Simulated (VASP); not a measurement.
LiTmH4, 6 atoms in the cell. The typed cell holds 6 atoms: a = 3.495 Å, b = 3.497 Å, c = 5.891 Å, α = 73.42°, β = 73.44°, γ = 60.17°. The cell was built from a structure type or drawn by symmetry, and may not be a known phase.

- Program: VASP 6.6.1
- Task: single point
- Functional: PBE
- Potentials or basis: VASP PAW PBE potentials, release 64 (Li_sv, Tm_3, H), 4f in core
- Cutoff: 750 eV
- k mesh: 6 × 6 × 4
- Occupations: gaussian, width 0.1 eV
- Spin: no spin polarisation
- Dipole correction: no
- Mended: yes
- Further INCAR settings: ALGO = Normal; EDIFF = 1e-06; NBANDS = 17

Potentials or basis: VASP PAW PBE potentials, release 64 (Li_sv, Tm_3, H), 4f in core.

The run is started by

```bash
$ cat potpaw_PBE.64/Li_sv/POTCAR potpaw_PBE.64/Tm_3/POTCAR potpaw_PBE.64/H/POTCAR > POTCAR
$ mpirun -np 1 vasp_std > vasp.out
```

Hardware: 1 thread of Intel(R) Xeon(R) 6975P-C (Granite Rapids), on a shared host.

**Question.** How long does it take, and how much memory?

**Answer.** It took 61 s on 1 thread of Intel(R) Xeon(R) 6975P-C (Granite Rapids), with other jobs on the host, peak memory 0.31 GiB. Counts: scf iterations 14, k points 76.
